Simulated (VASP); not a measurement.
# NaH: single point with r2SCAN

Crystal: NaH.

```
Na H
1.0
     0.00000    2.39751    2.39751
     2.39751    0.00000    2.39751
     2.39751    2.39751    0.00000
Na H
1 1
Direct
  0.00000 0.00000 0.00000
  0.50000 0.50000 0.50000
```

| Property | Result |
| --- | --- |
| Program | VASP 6.6.1 |
| Task | single point |
| Functional | r2SCAN |
| Potentials or basis | VASP PAW PBE potentials, release 64 (Na_pv, H) |
| Cutoff | 550 eV |
| k mesh | 8 × 8 × 8 |
| Occupations | gaussian, width 0.01 eV |
| Spin | no spin polarisation |

The pressure is -0.3 GPa. The band gap on the k mesh is 4.41 eV (least direct gap 5.26 eV).

Levels at points of the mesh, in eV from the valence-band top:
```tsv
k point	band 1	band 2	band 3	band 4	band 5	band 6	band 7	band 8
(0.00, 0.00, 0.00)	-22.86	-22.86	-22.86	-3.62	11.66	16.53	16.53	16.53
(0.50, 0.00, 0.00)	-22.95	-22.87	-22.87	-0.84	4.41	11.86	14.06	14.06
(0.50, 0.50, 0.00)	-22.94	-22.89	-22.89	-0.17	5.24	10.80	11.54	11.54
```

It took 31 s on 1 thread of Intel(R) Xeon(R) Platinum 8488C (Sapphire Rapids), on a shared host, peak memory 0.15 GiB.

Caveat: the PAW data sets were made with another functional, which shifts forces and pressure a little. A k mesh can miss the band edges.
